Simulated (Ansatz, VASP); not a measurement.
# One calculation of MgO, two programs

```
Mg O
1.0
     2.93772    0.00000    0.00000
    -1.46886    2.58231    0.00000
     0.00000    0.00000    2.67979
Mg O
1 1
Cartesian
  0.0000 0.0000 0.0000
  0.0000 1.7215 1.3399
```

Alike in both runs: task single point; functional PBE; k mesh 12 × 12 × 8; occupations gaussian, width 0.05 eV; no spin polarisation.

|  | VASP | Ansatz |
| --- | --- | --- |
| version | VASP 6.6.1 | Ansatz 0.2.0 |
| potentials or method | VASP PAW PBE potentials, release 64 (Mg, O), cutoff 600 eV | scalar-relativistic, plane waves, PAW |
| valence electrons in the cell | 8 | 16 |

VASP gave:

```
gap on the k mesh at the Fermi level (eV)                     : 2.85
pressure (GPa)                                                : -2.6
traceless stress, the component that is largest in VASP (GPa) : -2.82
rms of the force components (eV/Å)                            : 0.003
```

Task: What did Ansatz give for the same quantities?

Result: gap on the k mesh at the Fermi level (eV): 2.87; pressure (GPa): -1.8; traceless stress, the component that is largest in VASP (GPa): -2.84; rms of the force components (eV/Å): 0.003.

Atom by atom the forces differ by 0.000 eV/Å (rms over components). VASP's potentials hold 8 valence electrons a cell and Ansatz's 16, so a difference there can come from the potentials and not from the codes.
